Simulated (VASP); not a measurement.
# Os (Im-3m) in VASP: notebook

The runs below take Os through relaxation of cell and atoms, with PBE.

Program: VASP 6.6.1. These are calculated values, not measurements. Logs are shortened: lines on timing, memory, paths and dates and some standing lists are left out, and cuts for length are marked.

## Step 1: The cell of the first run

Symmetry: Im-3m, No. 229, cubic system. Conventional cell: a = 3.040 Å, b = 3.040 Å, c = 3.040 Å, α = 90.00°, β = 90.00°, γ = 90.00°. Os (site symmetry m-3m) has 14 Os at 2.63 to 3.04 Å within 3.5 Å.

## Step 2: Relaxation of cell and atoms, PBE, target pressure 10 GPa, at which the enthalpy is minimised

The input, INCAR:

```
  PREC = Accurate
  ENCUT = 600
  EDIFF = 1E-6
  ISMEAR = -1
  SIGMA = 0.1
  LREAL = F
  LASPH = T
  NELM = 60
  ALGO = Normal
  ISIF = 3
  LWAVE = F
  LCHARG = F
  GGA = PE
  IBRION = 2
  NSW = 80
  EDIFFG = -0.01
  PSTRESS = 100.0
```

The input, KPOINTS:

```
regular mesh
0
Gamma
  19 19 19
```

The input, POSCAR:

```
Os
1.0
    1.5200000000      1.5200000000      1.5200000000
   -1.5200000000      1.5200000000      1.5200000000
   -1.5200000000     -1.5200000000      1.5200000000
Os
1
Direct
    0.0000000000      0.0000000000      0.0000000000
```

Potentials or basis: VASP PAW PBE potentials, release 64 (Os).

Command:

```bash
$ cat potpaw_PBE.64/Os/POTCAR > POTCAR
$ mpirun -np 1 vasp_std > vasp.out
```

OUTCAR:

```text
PREC = Accurate
   ENCUT = 600
   EDIFF = 1E-6
   ISMEAR = -1
   LREAL = F
   LASPH = T
   NELM = 60
   ISIF = 3
   GGA = PE
   IBRION = 2
   NSW = 80
   EDIFFG = -0.01
   PSTRESS = 100.0

 ion  position               nearest neighbor table
   1  0.000  0.000  0.000-

  LATTYP: Found a body centered cubic cell.
 ALAT       =     3.0400000000

  Lattice vectors:

 A1 = (   1.5200000000,  -1.5200000000,  -1.5200000000)
 A2 = (   1.5200000000,   1.5200000000,   1.5200000000)
 A3 = (  -1.5200000000,  -1.5200000000,   1.5200000000)

Analysis of symmetry for initial positions (statically):
=====================================================================
 Subroutine PRICEL returns:
 Original cell was already a primitive cell.

 Routine SETGRP: Setting up the symmetry group for a
 body centered cubic supercell.

 Subroutine GETGRP returns: Found 48 space group operations
 (whereof 48 operations were pure point group operations)
 out of a pool of 48 trial point group operations.

The static configuration has the point symmetry O_h .

Analysis of symmetry for dynamics (positions and initial velocities):
=====================================================================
 Subroutine PRICEL returns:
 Original cell was already a primitive cell.

 Routine SETGRP: Setting up the symmetry group for a
 body centered cubic supercell.

 Subroutine GETGRP returns: Found 48 space group operations
 (whereof 48 operations were pure point group operations)
 out of a pool of 48 trial point group operations.

The dynamic configuration has the point symmetry O_h .

 Subroutine INISYM returns: Found 48 space group operations
 (whereof 48 operations are pure point group operations),
 and found     1 'primitive' translations

----------------------------------------------------------------------------------------

                                     Primitive cell

  volume of cell :      14.0472

  direct lattice vectors                    reciprocal lattice vectors
     1.520000000  1.520000000  1.520000000     0.328947368  0.000000000  0.328947368
    -1.520000000  1.520000000  1.520000000    -0.328947368  0.328947368  0.000000000
    -1.520000000 -1.520000000  1.520000000     0.000000000 -0.328947368  0.328947368

  length of vectors
     2.632717228  2.632717228  2.632717228     0.465201830  0.465201830  0.465201830

  position of ions in fractional coordinates (direct lattice)
     0.000000000  0.000000000  0.000000000

  ion indices of the primitive-cell ions
   primitive index   ion index
                 1           1

----------------------------------------------------------------------------------------

 KPOINTS: regular mesh

Automatic generation of k-mesh.
 Grid dimensions read from file:
 generate k-points for:   19   19   19

 Generating k-lattice:

  Cartesian coordinates                     Fractional coordinates (reciprocal lattice)
     0.017313019  0.000000000  0.017313019     0.052631579  0.000000000  0.000000000
    -0.017313019  0.017313019  0.000000000     0.000000000  0.052631579  0.000000000
     0.000000000 -0.017313019  0.017313019     0.000000000  0.000000000  0.052631579

  Length of vectors
     0.024484307  0.024484307  0.024484307

  Shift w.r.t. Gamma in fractional coordinates (k-lattice)
     0.000000000  0.000000000  0.000000000

 Subroutine IBZKPT returns following result:
 ===========================================

 Found    220 irreducible k-points:

 Following reciprocal coordinates:
            Coordinates               Weight
  0.000000  0.000000  0.000000      1.000000
  0.052632  0.000000  0.000000     12.000000
  0.105263  0.000000  0.000000     12.000000
  0.157895  0.000000  0.000000     12.000000
  0.210526  0.000000  0.000000     12.000000
  0.263158  0.000000  0.000000     12.000000
[... 16 lines left out ...]
  0.368421  0.105263 -0.000000     48.000000
  0.421053  0.105263  0.000000     48.000000
 [... further k-points ...]
   k-points           NKPTS =    220   k-points in BZ     NKDIM =    220   number of bands    NBANDS=      8
   number of dos      NEDOS =    301   number of ions     NIONS =      1
   total plane-waves  NPLWV =  13824
   dimension x,y,z NGX =    24 NGY =   24 NGZ =   24
   dimension x,y,z NGXF=    48 NGYF=   48 NGZF=   48
   ions per type =               1
   NGX,Y,Z   is equivalent  to a cutoff of  15.16, 15.16, 15.16 a.u.
   NGXF,Y,Z  is equivalent  to a cutoff of  30.31, 30.31, 30.31 a.u.
 SYSTEM =  unknown system
   PREC   = accura    normal or accurate (medium, high low for compatibility)
   ISTART =      0    job   : 0-new  1-cont  2-samecut
   ICHARG =      2    charge: 1-file 2-atom 10-const
   ISPIN  =      1    spin polarized calculation?
   LNONCOLLINEAR =      F non collinear calculations
   LSORBIT =      F    spin-orbit coupling
   LASPH  =      T    aspherical Exc in radial PAW
   ENCUT  =  600.0 eV  44.10 Ry    6.64 a.u.   5.26  5.26  5.26*2*pi/ulx,y,z
   NELM   =     60;   NELMIN=  2; NELMDL= -5     # of ELM steps
   EDIFF  = 0.1E-05   stopping-criterion for ELM
   LREAL  =      F    real-space projection
   EDIFFG = -.1E-01   stopping-criterion for IOM
   NSW    =     80    number of steps for IOM
   IBRION =      2    ionic relax: 0-MD 1-quasi-New 2-CG
   NFREE  =      1    steps in history (QN), initial steepest desc. (CG)
   ISIF   =      3    stress and relaxation
   ISYM   =      2    0-nonsym 1-usesym 2-fastsym
   POTIM  = 0.5000    time-step for ionic-motion
   TEBEG  =    0.0;   TEEND  =   0.0 temperature during run
   PSTRESS=  100.0 pullay stress
   NELECT =       8.0000    total number of electrons
   NUPDOWN=      -1.0000    fix difference up-down
   EMIN   =  10.00;   EMAX   =-10.00  energy-range for DOS
   EFERMI =   0.00;   METHOD = LEGACY
   ISMEAR =    -1;   SIGMA  =   0.10  broadening in eV -4-tet -1-fermi 0-gaus
   EFERMI_NEDOS =   21; number of points for ismear=-14 and -15
   IALGO  =     38    algorithm
   IMIX   =      4    mixing-type and parameters
     AMIX     =   0.40;   BMIX     =  1.00
     AMIX_MAG =   1.60;   BMIX_MAG =  1.00
  volume/ion in A,a.u.               =      14.05        94.80
  Fermi-wavevector in a.u.,A,eV,Ry     =   1.356984  2.564327 25.053826  1.841404
  Thomas-Fermi vector in A             =   2.483940
   LORBIT       =      0    0 simple, 1 ext, 2 COOP (PROOUT), +10 PAW based schemes
   GGA     = PE    functional components
   LHFCALC =     F    Hartree Fock is set to
   AEXX    =    0.0000 exact exchange contribution
   IVDW    =     0    specifies the selected vdW correction
   LEPSILON=     F    determine dielectric tensor
   LRPA    =     F    only Hartree local field effects (RPA)
 conjugate gradient relaxation of ions
 non-spin polarized calculation
  energy-cutoff  :      600.00
  volume of cell :       14.05
 maximum number of plane-waves:       479
 NGX is ok and might be reduce to    24
   NGX = 11   NGY = 11   NGZ = 11

--------------------------------------- Ionic step        1  -------------------------------------------

 number of electron       8.0000000 magnetization

 Free energy of the ion-electron system (eV)
  ---------------------------------------------------
  ext. energy  EPLUGINS =         0.00000000
  ---------------------------------------------------
  free energy    TOTEN  =       -10.33716057 eV

  energy without entropy =      -10.29015986  energy(sigma->0) =      -10.31366021

------------------------ aborting loop because EDIFF is reached ----------------------------------------

  FORCE on cell =-STRESS in cart. coord.  units (eV):
  Direction    XX          YY          ZZ          XY          YZ          ZX
  --------------------------------------------------------------------------------------
  -------------------------------------------------------------------------------------
  Total        1.8487060      1.8487060      1.8487060      0.0000000      0.0000000      0.0000000
  in kB      210.8568303    210.8568303    210.8568303      0.0000000      0.0000000      0.0000000
  external PRESSURE =     110.8568303 kB  Pullay stress =     100.0000000 kB
[... 96 lines left out ...]
  enthalpy is  TOTEN    =        -9.4726788725 eV   P V=        0.9008641639

--------------------------------------- Ionic step        4  -------------------------------------------

 number of electron       8.0000000 magnetization

 Free energy of the ion-electron system (eV)
  ---------------------------------------------------
  ext. energy  EPLUGINS =         0.00000000
  ---------------------------------------------------
  free energy    TOTEN  =       -10.37239313 eV

  energy without entropy =      -10.32342107  energy(sigma->0) =      -10.34790710

 E-fermi :   9.3284     XC(G=0): -13.8709

 val. band max:        9.3108862734   @ k =   0.1579   0.0526  -0.0000
 cond. band min:       9.3307638196   @ k =   0.1579   0.4737   0.1053
 fundamental gap:      0.0198775461
 Fermi energy:         9.3283903648

 k-point     1 :       0.0000    0.0000    0.0000
  band No.  band energies     occupation
      1      -1.6494      2.00000
      2       5.9363      2.00000
      3       5.9363      2.00000
      4       5.9363      2.00000
      5       9.2384      1.42206
      6       9.2384      1.42206
      7      25.5275      0.00000
      8      25.5275      0.00000
[... 243 lines left out ...]
 k-point    24 :       0.4211    0.1053    0.0000
  band No.  band energies     occupation
      1       1.9460      2.00000
      2       4.2237      2.00000
      3       6.2836      2.00000
      4       8.8900      1.97536
      5       9.8881      0.00739
      6      11.7460      0.00000
      7      20.9316      0.00000
      8      23.4101      0.00000

 [... further k-points ...]

------------------------ aborting loop because EDIFF is reached ----------------------------------------

  FORCE on cell =-STRESS in cart. coord.  units (eV):
  Direction    XX          YY          ZZ          XY          YZ          ZX
  --------------------------------------------------------------------------------------
  -------------------------------------------------------------------------------------
  Total        0.8974625      0.8974625      0.8974625     -0.0000000     -0.0000000     -0.0000000
  in kB       99.7538247     99.7538247     99.7538247     -0.0000000     -0.0000000     -0.0000000
  external PRESSURE =      -0.2461753 kB  Pullay stress =     100.0000000 kB
[... 16 lines left out ...]
  FREE ENERGIE OF THE ION-ELECTRON SYSTEM (eV)
  ---------------------------------------------------
  free  energy   TOTEN  =       -10.3723931312 eV

  energy  without entropy=      -10.3234210691  energy(sigma->0) =      -10.34790710

  enthalpy is  TOTEN    =        -9.4727158717 eV   P V=        0.8996772596

 reached required accuracy - stopping structural energy minimisation
```

Run time: 87 s. Hardware: 1 thread of AMD EPYC 7R43 (Zen 3), shared host; peak memory 0.14 GiB.

Results:

* Free energy: -10.3724 eV
* Relaxed volume: 14.41 Å³/atom
* Relaxed cell: a = 2.655 Å, b = 2.655 Å, c = 2.655 Å, α = 70.53°, β = 109.47°, γ = 70.53°
* Space group after relaxing (to 0.05 Å): Im-3m (No. 229)
* Energy change on relaxing (the enthalpy is what falls): -35.2 meV/atom
* Ionic steps: 4
* Pressure after relaxing: 10.0 GPa
* Band gap on the k mesh: zero (band 4 reaches 11.56 eV, above the bottom of band 5 at 6.98 eV)

Step by step:
| step | energy change (eV) | largest force (eV/Å) | pressure (GPa) | volume (Å³) |
| --- | --- | --- | --- | --- |
| 1 | 0.0000 | 0.0000 | 21.09 | 14.05 |
| 2 | 0.0639 | 0.0000 | -24.66 | 16.12 |
| 3 | -0.0364 | 0.0000 | 9.45 | 14.43 |
| 4 | -0.0352 | 0.0000 | 9.98 | 14.41 |

Final structure:
```cif
data_structure
_symmetry_space_group_name_H-M 'P 1'
_symmetry_Int_Tables_number 1
_cell_length_a 2.6555
_cell_length_b 2.6555
_cell_length_c 2.6555
_cell_angle_alpha 70.529
_cell_angle_beta 109.471
_cell_angle_gamma 70.529
_cell_volume 14.41
loop_
_atom_site_label
_atom_site_type_symbol
_atom_site_fract_x
_atom_site_fract_y
_atom_site_fract_z
_atom_site_occupancy
Os1 Os 0.00000 0.00000 0.00000 1
```

Caveat: the cell is relaxed towards a set pressure, so the enthalpy falls and the energy may rise; spin-orbit coupling is left out, which moves the levels of the heavy elements.

(Part 1 of 2 ends here.)
